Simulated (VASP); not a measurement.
# MoS2 (P6_3/mmc) in VASP: single point with r2SCAN

Aim: the single point of MoS2 with r2SCAN.

Everything below comes from runs of VASP 6.6.1. Logs are shortened: lines on timing, memory, paths and dates and some standing lists are left out, and cuts for length are marked.

## (1) The cell of the first run

Symmetry: P6_3/mmc, No. 194, hexagonal system. Conventional cell: a = 3.184 Å, b = 3.184 Å, c = 12.974 Å, α = 90.00°, β = 90.00°, γ = 120.00°. Mo (site symmetry -6m2) has 6 S at 2.41 Å and 6 Mo at 3.18 Å within 3.2 Å. S (site symmetry 3m) has 3 Mo at 2.41 Å and 7 S at 3.11 to 3.18 Å within 3.2 Å.

## (2) Single point, r2SCAN

Input file POSCAR:

```
MoS2
1.0
    3.1844339342      0.0000000000      0.0000000000
   -1.5922169671      2.7578006837      0.0000000000
    0.0000000000      0.0000000000     12.9737533986
Mo S
2 4
Direct
    0.3333333333      0.6666666667      0.2500000000
    0.6666666667      0.3333333333      0.7500000000
    0.3333333333      0.6666666667      0.6303230627
    0.6666666667      0.3333333333      0.1303230627
    0.3333333333      0.6666666667      0.8696769373
    0.6666666667      0.3333333333      0.3696769373
```

Input file INCAR.step1:

```
SYSTEM = MoS2
ALGO = Normal
EDIFF = 1E-4
ENCUT = 520
GGA = PE
ISMEAR = -1
LASPH = .TRUE.
LCHARG = .FALSE.
LREAL = .FALSE.
LWAVE = .TRUE.
NBANDS = 35
NELM = 60
PREC = Accurate
SIGMA = 0.1
```

Input file INCAR.step2:

```
SYSTEM = MoS2
ALGO = Normal
EDIFF = 1E-6
ENCUT = 520
ISIF = 2
ISMEAR = -1
ISTART = 1
LASPH = .TRUE.
LCHARG = .FALSE.
LMIXTAU = .TRUE.
LREAL = .FALSE.
LWAVE = .FALSE.
METAGGA = R2SCAN
NBANDS = 35
NELM = 60
PREC = Accurate
SIGMA = 0.1
```

Input file KPOINTS:

```
k-points
0
G
  12 12 4
  0 0 0
```

Potentials or basis: VASP PAW PBE potentials, release 64 (Mo_sv, S).

The run is started by

```sh
> cat potpaw_PBE.64/Mo_sv/POTCAR potpaw_PBE.64/S/POTCAR > POTCAR
> cp INCAR.step1 INCAR
> mpirun -np 1 vasp_std > vasp.out
> cp INCAR.step2 INCAR
> mpirun -np 1 vasp_std > vasp.out
```

OUTCAR:

```text
SYSTEM = MoS2
   EDIFF = 1E-6
   ENCUT = 520
   ISIF = 2
   ISMEAR = -1
   ISTART = 1
   LASPH = .TRUE.
   LREAL = .FALSE.
   METAGGA = R2SCAN
   NELM = 60
   PREC = Accurate

 ion  position               nearest neighbor table
   1  0.333  0.667  0.250-   4 2.41   6 2.41   4 2.41   6 2.41   4 2.41   6 2.41
   2  0.667  0.333  0.750-   3 2.41   5 2.41   3 2.41   5 2.41   3 2.41   5 2.41
   3  0.333  0.667  0.630-   2 2.41   2 2.41   2 2.41
   4  0.667  0.333  0.130-   1 2.41   1 2.41   1 2.41
   5  0.333  0.667  0.870-   2 2.41   2 2.41   2 2.41
   6  0.667  0.333  0.370-   1 2.41   1 2.41   1 2.41

  LATTYP: Found a hexagonal cell.
 ALAT       =     3.1844339342
 C/A-ratio  =     4.0741160491

  Lattice vectors:

 A1 = (   3.1844339342,   0.0000000000,   0.0000000000)
 A2 = (  -1.5922169671,   2.7578006837,   0.0000000000)
 A3 = (   0.0000000000,   0.0000000000,  12.9737533986)

Analysis of symmetry for initial positions (statically):
=====================================================================
 Subroutine PRICEL returns:
 Original cell was already a primitive cell.

 Routine SETGRP: Setting up the symmetry group for a
 hexagonal supercell.

 Subroutine GETGRP returns: Found 24 space group operations
 (whereof 12 operations were pure point group operations)
 out of a pool of 24 trial point group operations.

The static configuration has the point symmetry D_3d.
 The point group associated with its full space group is D_6h.

Analysis of symmetry for dynamics (positions and initial velocities):
=====================================================================
 Subroutine PRICEL returns:
 Original cell was already a primitive cell.

 Routine SETGRP: Setting up the symmetry group for a
 hexagonal supercell.

 Subroutine GETGRP returns: Found 24 space group operations
 (whereof 12 operations were pure point group operations)
 out of a pool of 24 trial point group operations.

The dynamic configuration has the point symmetry D_3d.
 The point group associated with its full space group is D_6h.

 Subroutine INISYM returns: Found 24 space group operations
 (whereof 12 operations are pure point group operations),
 and found     1 'primitive' translations

----------------------------------------------------------------------------------------

                                     Primitive cell

  volume of cell :     113.9359

  direct lattice vectors                    reciprocal lattice vectors
     3.184433934  0.000000000  0.000000000     0.314027554  0.181303893  0.000000000
    -1.592216967  2.757800684  0.000000000     0.000000000  0.362607786  0.000000000
     0.000000000  0.000000000 12.973753399     0.000000000  0.000000000  0.077078696

  length of vectors
     3.184433934  3.184433934 12.973753399     0.362607786  0.362607786  0.077078696

  position of ions in fractional coordinates (direct lattice)
     0.333333333  0.666666667  0.250000000
     0.666666667  0.333333333  0.750000000
     0.333333333  0.666666667  0.630323063
     0.666666667  0.333333333  0.130323063
     0.333333333  0.666666667  0.869676937
     0.666666667  0.333333333  0.369676937

  ion indices of the primitive-cell ions
   primitive index   ion index
                 1           1
                 2           2
                 3           3
                 4           4
                 5           5
                 6           6

----------------------------------------------------------------------------------------

 KPOINTS: k-points

Automatic generation of k-mesh.
 Grid dimensions read from file:
 generate k-points for:   12   12    4

 Generating k-lattice:

  Cartesian coordinates                     Fractional coordinates (reciprocal lattice)
     0.026168963  0.015108658  0.000000000     0.083333333 -0.000000000  0.000000000
     0.000000000  0.030217315  0.000000000     0.000000000  0.083333333  0.000000000
     0.000000000  0.000000000  0.019269674     0.000000000  0.000000000  0.250000000

  Length of vectors
     0.030217315  0.030217315  0.019269674

  Shift w.r.t. Gamma in fractional coordinates (k-lattice)
     0.000000000  0.000000000  0.000000000

 Subroutine IBZKPT returns following result:
 ===========================================

 Found     57 irreducible k-points:

 Following reciprocal coordinates:
            Coordinates               Weight
  0.000000  0.000000  0.000000      1.000000
  0.083333 -0.000000  0.000000      6.000000
  0.166667  0.000000  0.000000      6.000000
  0.250000  0.000000  0.000000      6.000000
  0.333333  0.000000  0.000000      6.000000
  0.416667  0.000000  0.000000      6.000000
[... 16 lines left out ...]
  0.250000  0.000000  0.250000     12.000000
  0.333333  0.000000  0.250000     12.000000
 [... further k-points ...]
   k-points           NKPTS =     57   k-points in BZ     NKDIM =     57   number of bands    NBANDS=     35
   number of dos      NEDOS =    301   number of ions     NIONS =      6
   total plane-waves  NPLWV =  55296
   dimension x,y,z NGX =    24 NGY =   24 NGZ =   96
   dimension x,y,z NGXF=    48 NGYF=   48 NGZF=  192
   ions per type =               2   4
   NGX,Y,Z   is equivalent  to a cutoff of  12.53, 12.53, 12.30 a.u.
   NGXF,Y,Z  is equivalent  to a cutoff of  25.06, 25.06, 24.60 a.u.
 SYSTEM =  MoS2
   PREC   = accura    normal or accurate (medium, high low for compatibility)
   ISTART =      1    job   : 0-new  1-cont  2-samecut
   ICHARG =      0    charge: 1-file 2-atom 10-const
   ISPIN  =      1    spin polarized calculation?
   LNONCOLLINEAR =      F non collinear calculations
   LSORBIT =      F    spin-orbit coupling
   LASPH  =      T    aspherical Exc in radial PAW
   ENCUT  =  520.0 eV  38.22 Ry    6.18 a.u.   5.92  5.92 24.12*2*pi/ulx,y,z
   NELM   =     60;   NELMIN=  2; NELMDL=  0     # of ELM steps
   EDIFF  = 0.1E-05   stopping-criterion for ELM
   LREAL  =      F    real-space projection
   EDIFFG = 0.1E-04   stopping-criterion for IOM
   NSW    =      0    number of steps for IOM
   IBRION =     -1    ionic relax: 0-MD 1-quasi-New 2-CG
   NFREE  =      0    steps in history (QN), initial steepest desc. (CG)
   ISIF   =      2    stress and relaxation
   ISYM   =      2    0-nonsym 1-usesym 2-fastsym
   POTIM  = 0.5000    time-step for ionic-motion
   TEBEG  =    0.0;   TEEND  =   0.0 temperature during run
   PSTRESS=    0.0 pullay stress
   NELECT =      52.0000    total number of electrons
   NUPDOWN=      -1.0000    fix difference up-down
   EMIN   =  10.00;   EMAX   =-10.00  energy-range for DOS
   EFERMI =   0.00;   METHOD = LEGACY
   ISMEAR =    -1;   SIGMA  =   0.10  broadening in eV -4-tet -1-fermi 0-gaus
   EFERMI_NEDOS =   21; number of points for ismear=-14 and -15
   IALGO  =     38    algorithm
   IMIX   =      4    mixing-type and parameters
     AMIX     =   0.40;   BMIX     =  1.00
     AMIX_MAG =   1.60;   BMIX_MAG =  1.00
  volume/ion in A,a.u.               =      18.99       128.15
  Fermi-wavevector in a.u.,A,eV,Ry     =   1.260441  2.381887 21.615716  1.588710
  Thomas-Fermi vector in A             =   2.393950
   LORBIT       =      0    0 simple, 1 ext, 2 COOP (PROOUT), +10 PAW based schemes
   METAGGA = R2SCAN    functional components
   LHFCALC =     F    Hartree Fock is set to
   AEXX    =    0.0000 exact exchange contribution
   IVDW    =     0    specifies the selected vdW correction
   LEPSILON=     F    determine dielectric tensor
   LRPA    =     F    only Hartree local field effects (RPA)
 non-spin polarized calculation
  energy-cutoff  :      520.00
  volume of cell :      113.94
 maximum number of plane-waves:      3091
 NGX is ok and might be reduce to    24
   NGX = 11   NGY = 11   NGZ = 49

 number of electron      51.9999991 magnetization

 Free energy of the ion-electron system (eV)
  ---------------------------------------------------
  ext. energy  EPLUGINS =         0.00000000
  ---------------------------------------------------
  free energy    TOTEN  =       -90.08509291 eV

  energy without entropy =      -90.08485448  energy(sigma->0) =      -90.08497369

 E-fermi :   6.9736     XC(G=0): -11.0485

 val. band max:        6.4857841405   @ k =   0.0000   0.0000   0.0000
 cond. band min:       7.6616172524   @ k =   0.3333   0.3333   0.0000
 fundamental gap:      1.1758331120
 Fermi energy:         6.9735671827

 k-point     1 :       0.0000    0.0000    0.0000
  band No.  band energies     occupation
      1     -56.8889      2.00000
      2     -56.8889      2.00000
      3     -30.3010      2.00000
      4     -30.3009      2.00000
      5     -30.0928      2.00000
      6     -30.0928      2.00000
[... 27 lines left out ...]
     34       9.1527      0.00000
     35      12.5862      0.00000

 k-point     2 :       0.0833   -0.0000    0.0000
  band No.  band energies     occupation
      1     -56.8861      2.00000
      2     -56.8861      2.00000
      3     -30.2955      2.00000
      4     -30.2954      2.00000
      5     -30.1202      2.00000
      6     -30.1202      2.00000
[... 27 lines left out ...]
     34       9.0573      0.00000
     35      13.0790      0.00000

 k-point     3 :       0.1667    0.0000    0.0000
  band No.  band energies     occupation
      1     -56.8786      2.00000
      2     -56.8786      2.00000
      3     -30.2804      2.00000
      4     -30.2804      2.00000
      5     -30.1945      2.00000
      6     -30.1945      2.00000
[... 27 lines left out ...]
     34       9.5091      0.00000
     35      14.0325      0.00000
[... 723 lines left out ...]
 k-point    23 :       0.2500    0.0000    0.2500
  band No.  band energies     occupation
      1     -56.8683      2.00000
      2     -56.8683      2.00000
      3     -30.2946      2.00000
      4     -30.2946      2.00000
      5     -30.2598      2.00000
      6     -30.2598      2.00000
[... 27 lines left out ...]
     34       9.9685      0.00000
     35      14.3836      0.00000

 k-point    24 :       0.3333    0.0000    0.2500
  band No.  band energies     occupation
      1     -56.8579      2.00000
      2     -56.8579      2.00000
      3     -30.3932      2.00000
      4     -30.3932      2.00000
      5     -30.2391      2.00000
      6     -30.2391      2.00000
[... 27 lines left out ...]
     34      10.3177      0.00000
     35      13.8309      0.00000

 [... further k-points ...]

------------------------ aborting loop because EDIFF is reached ----------------------------------------

  FORCE on cell =-STRESS in cart. coord.  units (eV):
  Direction    XX          YY          ZZ          XY          YZ          ZX
  --------------------------------------------------------------------------------------
  -------------------------------------------------------------------------------------
  Total        0.0517950      0.0517950      0.0018453      0.0000000      0.0000000      0.0000000
  in kB        0.7283465      0.7283465      0.0259491      0.0000000      0.0000000      0.0000000
  external PRESSURE =       0.4942140 kB  Pullay stress =       0.0000000 kB

 VOLUME and BASIS-vectors are now :
 -----------------------------------------------------------------------------
  energy-cutoff  :      520.00
  volume of cell :      113.94
      direct lattice vectors                 reciprocal lattice vectors
     3.184433934  0.000000000  0.000000000     0.314027554  0.181303893  0.000000000
    -1.592216967  2.757800684  0.000000000     0.000000000  0.362607786  0.000000000
     0.000000000  0.000000000 12.973753399     0.000000000  0.000000000  0.077078696

 POSITION                                       TOTAL-FORCE (eV/Angst)
 -----------------------------------------------------------------------------------
     -0.00000      1.83853      3.24344         0.000000      0.000000      0.000000
      1.59222      0.91927      9.73032        -0.000000     -0.000000      0.000000
     -0.00000      1.83853      8.17766         0.000000     -0.000000     -0.002363
      1.59222      0.91927      1.69078         0.000000      0.000000     -0.002363
     -0.00000      1.83853     11.28297         0.000000     -0.000000      0.002363
      1.59222      0.91927      4.79610        -0.000000      0.000000      0.002363
 -----------------------------------------------------------------------------------
    total drift:                               -0.000000      0.000000     -0.000000

  FREE ENERGIE OF THE ION-ELECTRON SYSTEM (eV)
  ---------------------------------------------------
  free  energy   TOTEN  =       -90.0850929113 eV

  energy  without entropy=      -90.0848544760  energy(sigma->0) =      -90.08497369
```

Run time: 14 min. Hardware: 1 thread of Intel Xeon 8259CL, shared host; peak memory 0.35 GiB.

What came out:

- Free energy: -90.0851 eV
- Pressure: 0.0 GPa
- Band gap on the k mesh: 1.18 eV (least direct gap 1.73 eV)

Forces in eV/Å, atoms in the order of the input:
```
Mo   0.000  0.000  0.000
Mo   0.000  0.000  0.000
S    0.000  0.000 -0.002
S    0.000  0.000 -0.002
S    0.000  0.000  0.002
S    0.000  0.000  0.002
```

Caveat: the PAW data sets were made with another functional, which shifts forces and pressure a little.
